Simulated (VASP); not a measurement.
# B (P6_3/mmc) in VASP: further runs, part 3 of 3

VASP 6.6.1.

### Step 5. Single point, PBE (13.06 Å³/atom)

This run uses another cell than the first one, of 13.06 Å³/atom.

File INCAR:

```
SYSTEM = B
PREC = Accurate
ENCUT = 520
EDIFF = 1E-6
ISMEAR = -1
SIGMA = 0.1
LREAL = .False.
LASPH = .True.
NELM = 100
ALGO = Normal
ISIF = 2
LWAVE = .False.
LCHARG = .True.
GGA = PE
LELF = .True.
LVHAR = .True.
NBANDS = 10
```

File KPOINTS:

```
Automatic mesh
0
Gamma
  34 34 6
  0 0 0
```

File POSCAR:

```
B
1.0
    1.7810360946      0.0000000000      0.0000000000
   -0.8905180473      1.5424225030      0.0000000000
    0.0000000000      0.0000000000      9.5113934830
B
2
Direct
    0.3333333333      0.6666666667      0.2500000000
    0.6666666667      0.3333333333      0.7500000000
```

Potentials or basis: VASP PAW PBE potentials, release 64 (B).

Command:

```sh
cat potpaw_PBE.64/B/POTCAR > POTCAR
mpirun -np 1 vasp_std > vasp.out
```

OUTCAR:

```text
SYSTEM = B
   PREC = Accurate
   ENCUT = 520
   EDIFF = 1E-6
   ISMEAR = -1
   LREAL = .False.
   LASPH = .True.
   NELM = 100
   ISIF = 2
   GGA = PE

 ion  position               nearest neighbor table
   1  0.333  0.667  0.250-
   2  0.667  0.333  0.750-

  LATTYP: Found a hexagonal cell.
 ALAT       =     1.7810360946
 C/A-ratio  =     5.3403709851

  Lattice vectors:

 A1 = (   1.7810360946,   0.0000000000,   0.0000000000)
 A2 = (  -0.8905180473,   1.5424225030,   0.0000000000)
 A3 = (   0.0000000000,   0.0000000000,   9.5113934830)

Analysis of symmetry for initial positions (statically):
=====================================================================
 Subroutine PRICEL returns:
 Original cell was already a primitive cell.

 Routine SETGRP: Setting up the symmetry group for a
 hexagonal supercell.

 Subroutine GETGRP returns: Found 24 space group operations
 (whereof 12 operations were pure point group operations)
 out of a pool of 24 trial point group operations.

The static configuration has the point symmetry D_3d.
 The point group associated with its full space group is D_6h.

Analysis of symmetry for dynamics (positions and initial velocities):
=====================================================================
 Subroutine PRICEL returns:
 Original cell was already a primitive cell.

 Routine SETGRP: Setting up the symmetry group for a
 hexagonal supercell.

 Subroutine GETGRP returns: Found 24 space group operations
 (whereof 12 operations were pure point group operations)
 out of a pool of 24 trial point group operations.

The dynamic configuration has the point symmetry D_3d.
 The point group associated with its full space group is D_6h.

 Subroutine INISYM returns: Found 24 space group operations
 (whereof 12 operations are pure point group operations),
 and found     1 'primitive' translations

----------------------------------------------------------------------------------------

                                     Primitive cell

  volume of cell :      26.1288

  direct lattice vectors                    reciprocal lattice vectors
     1.781036095  0.000000000  0.000000000     0.561470934  0.324165395  0.000000000
    -0.890518047  1.542422503  0.000000000     0.000000000  0.648330790  0.000000000
     0.000000000  0.000000000  9.511393483     0.000000000  0.000000000  0.105137066

  length of vectors
     1.781036095  1.781036095  9.511393483     0.648330790  0.648330790  0.105137066

  position of ions in fractional coordinates (direct lattice)
     0.333333333  0.666666667  0.250000000
     0.666666667  0.333333333  0.750000000

  ion indices of the primitive-cell ions
   primitive index   ion index
                 1           1
                 2           2

----------------------------------------------------------------------------------------

 KPOINTS: Automatic mesh

Automatic generation of k-mesh.
 Grid dimensions read from file:
 generate k-points for:   34   34    6

 Generating k-lattice:

  Cartesian coordinates                     Fractional coordinates (reciprocal lattice)
     0.016513851  0.009534276  0.000000000     0.029411765  0.000000000  0.000000000
     0.000000000  0.019068553  0.000000000     0.000000000  0.029411765  0.000000000
     0.000000000  0.000000000  0.017522844     0.000000000  0.000000000  0.166666667

  Length of vectors
     0.019068553  0.019068553  0.017522844

  Shift w.r.t. Gamma in fractional coordinates (k-lattice)
     0.000000000  0.000000000  0.000000000

 Subroutine IBZKPT returns following result:
 ===========================================

 Found    456 irreducible k-points:

 Following reciprocal coordinates:
            Coordinates               Weight
  0.000000  0.000000  0.000000      1.000000
  0.029412 -0.000000  0.000000      6.000000
  0.058824 -0.000000  0.000000      6.000000
  0.088235  0.000000  0.000000      6.000000
  0.117647 -0.000000  0.000000      6.000000
  0.147059  0.000000  0.000000      6.000000
[... 16 lines left out ...]
  0.147059  0.029412  0.000000     12.000000
  0.176471  0.029412  0.000000     12.000000
 [... further k-points ...]
   k-points           NKPTS =    456   k-points in BZ     NKDIM =    456   number of bands    NBANDS=     10
   number of dos      NEDOS =    301   number of ions     NIONS =      2
   total plane-waves  NPLWV =  14112
   dimension x,y,z NGX =    14 NGY =   14 NGZ =   72
   dimension x,y,z NGXF=    28 NGYF=   28 NGZF=  144
   ions per type =               2
   NGX,Y,Z   is equivalent  to a cutoff of  13.07, 13.07, 12.58 a.u.
   NGXF,Y,Z  is equivalent  to a cutoff of  26.14, 26.14, 25.17 a.u.
 SYSTEM =  B
   PREC   = accura    normal or accurate (medium, high low for compatibility)
   ISTART =      0    job   : 0-new  1-cont  2-samecut
   ICHARG =      2    charge: 1-file 2-atom 10-const
   ISPIN  =      1    spin polarized calculation?
   LNONCOLLINEAR =      F non collinear calculations
   LSORBIT =      F    spin-orbit coupling
   LASPH  =      T    aspherical Exc in radial PAW
   ENCUT  =  520.0 eV  38.22 Ry    6.18 a.u.   3.31  3.31 17.68*2*pi/ulx,y,z
   NELM   =    100;   NELMIN=  2; NELMDL= -5     # of ELM steps
   EDIFF  = 0.1E-05   stopping-criterion for ELM
   LREAL  =      F    real-space projection
   EDIFFG = 0.1E-04   stopping-criterion for IOM
   NSW    =      0    number of steps for IOM
   IBRION =     -1    ionic relax: 0-MD 1-quasi-New 2-CG
   NFREE  =      0    steps in history (QN), initial steepest desc. (CG)
   ISIF   =      2    stress and relaxation
   ISYM   =      2    0-nonsym 1-usesym 2-fastsym
   POTIM  = 0.5000    time-step for ionic-motion
   TEBEG  =    0.0;   TEEND  =   0.0 temperature during run
   PSTRESS=    0.0 pullay stress
   NELECT =       6.0000    total number of electrons
   NUPDOWN=      -1.0000    fix difference up-down
   EMIN   =  10.00;   EMAX   =-10.00  energy-range for DOS
   EFERMI =   0.00;   METHOD = LEGACY
   ISMEAR =    -1;   SIGMA  =   0.10  broadening in eV -4-tet -1-fermi 0-gaus
   EFERMI_NEDOS =   21; number of points for ismear=-14 and -15
   IALGO  =     38    algorithm
   IMIX   =      4    mixing-type and parameters
     AMIX     =   0.40;   BMIX     =  1.00
     AMIX_MAG =   1.60;   BMIX_MAG =  1.00
  volume/ion in A,a.u.               =      13.06        88.16
  Fermi-wavevector in a.u.,A,eV,Ry     =   1.002502  1.894454 13.673990  1.005010
  Thomas-Fermi vector in A             =   2.134993
   LORBIT       =      0    0 simple, 1 ext, 2 COOP (PROOUT), +10 PAW based schemes
   GGA     = PE    functional components
   LHFCALC =     F    Hartree Fock is set to
   AEXX    =    0.0000 exact exchange contribution
   IVDW    =     0    specifies the selected vdW correction
   LEPSILON=     F    determine dielectric tensor
   LRPA    =     F    only Hartree local field effects (RPA)
 non-spin polarized calculation
  energy-cutoff  :      520.00
  volume of cell :       26.13
 maximum number of plane-waves:       732
 NGX is ok and might be reduce to    14
   NGX =  7   NGY =  7   NGZ = 35

 number of electron       6.0000000 magnetization

 Free energy of the ion-electron system (eV)
  ---------------------------------------------------
  ext. energy  EPLUGINS =         0.00000000
  ---------------------------------------------------
  free energy    TOTEN  =       -11.86568341 eV

  energy without entropy =      -11.85153285  energy(sigma->0) =      -11.85860813

 E-fermi :   2.6167     XC(G=0):  -8.1853

 val. band max:        2.5894979338   @ k =   0.2647   0.1176   0.3333
 cond. band min:       2.6328220411   @ k =   0.2941   0.0882   0.0000
 fundamental gap:      0.0433241073
 Fermi energy:         2.6167452063

 k-point     1 :       0.0000    0.0000    0.0000
  band No.  band energies     occupation
      1     -13.4937      2.00000
      2     -13.4618      2.00000
      3      -4.4554      2.00000
      4      -4.0612      2.00000
      5       4.7448      0.00000
      6       7.9674      0.00000
      7      10.1807      0.00000
      8      17.0337      0.00000
      9      21.1129      0.00000
     10      24.5688      0.00000
[... 287 lines left out ...]
 k-point    24 :       0.1765    0.0294    0.0000
  band No.  band energies     occupation
      1     -11.8856      2.00000
      2     -11.8594      2.00000
      3      -2.2173      2.00000
      4      -1.8372      2.00000
      5       6.8415      0.00000
      6      10.2209      0.00000
      7      11.6767      0.00000
      8      17.4658      0.00000
      9      18.7268      0.00000
     10      19.0742      0.00000

 [... further k-points ...]

------------------------ aborting loop because EDIFF is reached ----------------------------------------

  FORCE on cell =-STRESS in cart. coord.  units (eV):
  Direction    XX          YY          ZZ          XY          YZ          ZX
  --------------------------------------------------------------------------------------
  -------------------------------------------------------------------------------------
  Total       -3.4217110     -3.4217110     -0.0261924      0.0000000      0.0000000      0.0000000
  in kB     -209.8136239   -209.8136239     -1.6060745      0.0000000      0.0000000      0.0000000
  external PRESSURE =    -140.4111074 kB  Pullay stress =       0.0000000 kB

 VOLUME and BASIS-vectors are now :
 -----------------------------------------------------------------------------
  energy-cutoff  :      520.00
  volume of cell :       26.13
      direct lattice vectors                 reciprocal lattice vectors
     1.781036095  0.000000000  0.000000000     0.561470934  0.324165395  0.000000000
    -0.890518047  1.542422503  0.000000000     0.000000000  0.648330790  0.000000000
     0.000000000  0.000000000  9.511393483     0.000000000  0.000000000  0.105137066

 POSITION                                       TOTAL-FORCE (eV/Angst)
 -----------------------------------------------------------------------------------
     -0.00000      1.02828      2.37785        -0.000000      0.000000      0.000000
      0.89052      0.51414      7.13355         0.000000     -0.000000      0.000000
 -----------------------------------------------------------------------------------
    total drift:                               -0.000000     -0.000000     -0.000000

  FREE ENERGIE OF THE ION-ELECTRON SYSTEM (eV)
  ---------------------------------------------------
  free  energy   TOTEN  =       -11.8656834147 eV

  energy  without entropy=      -11.8515328484  energy(sigma->0) =      -11.85860813
```

OSZICAR:

```text
N       E                     dE             d eps       ncg     rms          rms(c)
DAV:   1     0.660081317405E+01    0.66008E+01   -0.30926E+03  9312   0.500E+02
DAV:   2    -0.122003904126E+02   -0.18801E+02   -0.17700E+02 12730   0.100E+02
DAV:   3    -0.125655676186E+02   -0.36518E+00   -0.35792E+00 12414   0.113E+01
DAV:   4    -0.125664815319E+02   -0.91391E-03   -0.91380E-03 11134   0.601E-01
DAV:   5    -0.125664834006E+02   -0.18687E-05   -0.18687E-05 11358   0.256E-02    0.388E+00
DAV:   6    -0.120444182099E+02    0.52207E+00   -0.37781E-01 10098   0.267E+00    0.212E+00
DAV:   7    -0.118604118151E+02    0.18401E+00   -0.42485E-01 10498   0.273E+00    0.427E-01
DAV:   8    -0.118644872013E+02   -0.40754E-02   -0.68332E-03 10222   0.502E-01    0.115E-01
DAV:   9    -0.118654475637E+02   -0.96036E-03   -0.10478E-03 10436   0.162E-01    0.344E-02
DAV:  10    -0.118656800749E+02   -0.23251E-03   -0.28868E-04  9788   0.991E-02    0.639E-03
DAV:  11    -0.118656822758E+02   -0.22009E-05   -0.48700E-06 10902   0.126E-02    0.214E-03
DAV:  12    -0.118656833517E+02   -0.10759E-05   -0.11162E-06  9548   0.681E-03    0.447E-04
DAV:  13    -0.118656834147E+02   -0.63061E-07   -0.96453E-09  6010   0.776E-04
   1 F= -.11865683E+02 E0= -.11858608E+02  d E =-.141506E-01
```

Run time: 44 s. Hardware: 1 thread of Intel Xeon 6975P-C (Granite Rapids), shared host; peak memory 0.21 GiB.

What came out:

```yaml
Free_energy: -11.8657 eV
Pressure: -14.0 GPa
Band_gap_on_the_k_mesh: zero (bands 3 and 4 overlap by 9.91 eV)
```

Caveat: the cell stands under tension; this functional lacks dispersion, which binds the layers, so the pressure and a relaxed spacing across them are unreliable.

### Step 6. Single point, PBE, non-collinear spin, zero start, spin-orbit coupling

File INCAR:

```
SYSTEM = B
PREC     = Accurate       ! precision mode
ENCUT    = 520            ! plane-wave cutoff, eV
EDIFF    = 1E-6           ! SCF threshold, eV
ISMEAR   = -1             ! smearing method
SIGMA    = 0.1            ! smearing width, eV
LREAL    = .FALSE.        ! projectors in reciprocal space
LASPH    = .TRUE.         ! aspherical terms in the spheres
NELM     = 150            ! most SCF steps
ALGO     = Normal         ! electronic algorithm
ISIF     = 2              ! what is computed and relaxed
LWAVE    = .FALSE.        ! write WAVECAR
LCHARG   = .TRUE.         ! write CHGCAR
MAGMOM   = 0 0 0 0 0 0    ! initial moments
LORBIT   = 11             ! projections on sites
LSORBIT  = .TRUE.         ! spin-orbit coupling
GGA_COMPAT= .FALSE.      
LORBMOM  = .TRUE.       
GGA      = PE             ! functional
LVHAR    = .TRUE.       
NBANDS   = 18             ! bands
```

File KPOINTS:

```
regular mesh
0
G
  21 21 4
  0 0 0
```

File POSCAR:

```
B
1.0
    1.7150102241      0.0000000000      0.0000000000
   -0.8575051120      1.4852424218      0.0000000000
    0.0000000000      0.0000000000      9.1587908396
B
2
Direct
    0.3333333333      0.6666666667      0.2500000000
    0.6666666667      0.3333333333      0.7500000000
```

Potentials or basis: VASP PAW PBE potentials, release 64 (B).

Command:

```sh
cat potpaw_PBE.64/B/POTCAR > POTCAR
mpirun -np 1 vasp_ncl > vasp.out
```

It took 54 s on 1 thread of Intel Xeon 6975P-C (Granite Rapids), shared host; peak memory 0.23 GiB.

The run converged. Its results:

```
Free energy                                           : -11.9953 eV
Pressure                                              : -1.6 GPa
Net moment                                            : 0.00 μB per cell
Valence electrons inside the program's atomic spheres : B 2.07
```

Stress tensor (GPa, compression positive):
```
-2.26  0.00  0.00
 0.00 -2.26  0.00
 0.00  0.00 -0.14
```

Moments on the atoms (μB; x, y, z):
```
B   0.00 0.00 0.00
B   0.00 0.00 0.00
```

Caveat: this functional lacks dispersion, which binds the layers, so the pressure and a relaxed spacing across them are unreliable.

### Step 7. The runs side by side

```tsv
spin	cell	k mesh	gap on the mesh (eV)	pressure (GPa)
off	a = 1.715, b = 1.715, c = 9.159 Å, angles 90.0, 90.0, 120.0°, 2 atoms	34 × 34 × 6	none	-0.9
off	a = 1.738, b = 1.738, c = 9.279 Å, angles 90.0, 90.0, 120.0°, 2 atoms	34 × 34 × 6	none	-6.1
off	a = 1.760, b = 1.760, c = 9.397 Å, angles 90.0, 90.0, 120.0°, 2 atoms	34 × 34 × 6	none	-10.5
off	a = 1.781, b = 1.781, c = 9.511 Å, angles 90.0, 90.0, 120.0°, 2 atoms	34 × 34 × 6	none	-14.0
non-collinear, zero start, SOC	a = 1.715, b = 1.715, c = 9.159 Å, angles 90.0, 90.0, 120.0°, 2 atoms	21 × 21 × 4	-	-1.6
```

Alike in all rows: task single point; level PBE; potentials or basis VASP PAW PBE potentials, release 64 (B); cutoff (eV) 520; smearing fermi-dirac 0.1 eV.

Caveats: this functional lacks dispersion, which binds the layers, so the pressure and a relaxed spacing across them are unreliable; the cell stands under tension (at least some runs).

Total energies depend on the potentials used, so only differences within one code and one set of settings carry meaning.
